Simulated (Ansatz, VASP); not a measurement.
B3N2: VASP beside Ansatz

File INCAR:

```
PREC = Accurate
ENCUT = 520
EDIFF = 1E-6
ISMEAR = 0
SIGMA = 0.1
LREAL = F
LASPH = T
NELM = 100
ALGO = Normal
ISIF = 2
LWAVE = F
LCHARG = T
GGA = PE
LELF = T
LVHAR = T
NBANDS = 30
```

The input KPOINTS:

```
Automatic mesh
0
Gamma
  4 4 6
```

The input POSCAR:

```
B3N2
1.0
    5.1420074758      0.0000000000      0.0000000000
    0.0000000000      5.1420074758      0.0000000000
    0.0000000000      0.0000000000      2.7149799472
B N
6 4
Direct
    0.0000000000      0.0000000000      0.0000000000
    0.5000000000      0.5000000000      0.0000000000
    0.1768000000      0.6768000000      0.5000000000
    0.3232000000      0.1768000000      0.5000000000
    0.8232000000      0.3232000000      0.5000000000
    0.6768000000      0.8232000000      0.5000000000
    0.3827000000      0.8827000000      0.0000000000
    0.1173000000      0.3827000000      0.0000000000
    0.6173000000      0.1173000000      0.0000000000
    0.8827000000      0.6173000000      0.0000000000
```

Input for Ansatz:

```yaml
crystal:
  lattice:
    - [5.1420074758, 0.0, 0.0]
    - [0.0, 5.1420074758, 0.0]
    - [0.0, 0.0, 2.7149799472]
  atoms:
    - { symbol: B, position: [0.0, 0.0, 0.0] }
    - { symbol: B, position: [0.5, 0.5, 0.0] }
    - { symbol: B, position: [0.1768, 0.6768, 0.5] }
    - { symbol: B, position: [0.3232, 0.1768, 0.5] }
    - { symbol: B, position: [0.8232, 0.3232, 0.5] }
    - { symbol: B, position: [0.6768, 0.8232, 0.5] }
    - { symbol: "N", position: [0.3827, 0.8827, 0.0] }
    - { symbol: "N", position: [0.1173, 0.3827, 0.0] }
    - { symbol: "N", position: [0.6173, 0.1173, 0.0] }
    - { symbol: "N", position: [0.8827, 0.6173, 0.0] }
basis:
  ecutwfc: 420
kpoints:
  mp_grid: { grid: [4, 4, 6] }
hamiltonian:
  xc: pbe
scf:
  occupations: { method: gaussian, width: 0.1 }
  lower_state_search: "off"
output:
  forces: true
  stress: true
  eigenvalues: true
```

Alike in both runs: task single point; functional PBE; k mesh 4 × 4 × 6; occupations gaussian, width 0.1 eV; no spin polarisation.

|  | VASP | Ansatz |
| --- | --- | --- |
| version | VASP 6.6.1 | Ansatz 0.2.0 |
| potentials or method | VASP PAW PBE potentials, release 64 (B, N), cutoff 520 eV | scalar-relativistic, plane waves, PAW |
| valence electrons in the cell | 38 | 38 |

|  | VASP | Ansatz | Ansatz less VASP |
| --- | --- | --- | --- |
| gap on the k mesh at the Fermi level (eV) | none | none | - |
| pressure (GPa) | -5.2 | -5.1 | +0.10 |
| traceless stress, the component that is largest in VASP (GPa) | -25.50 | -25.45 | +0.052 |
| rms of the force components (eV/Å) | 1.659 | 1.654 | -0.0053 |

Atom by atom the forces differ by 0.005 eV/Å (rms over components). A gap of «none» marks a metal or a gap that the smearing closes. The functional is the same, so the differences come from potentials, cutoffs and numerics.

The k mesh is coarse, so the values compare programs but aren't converged.
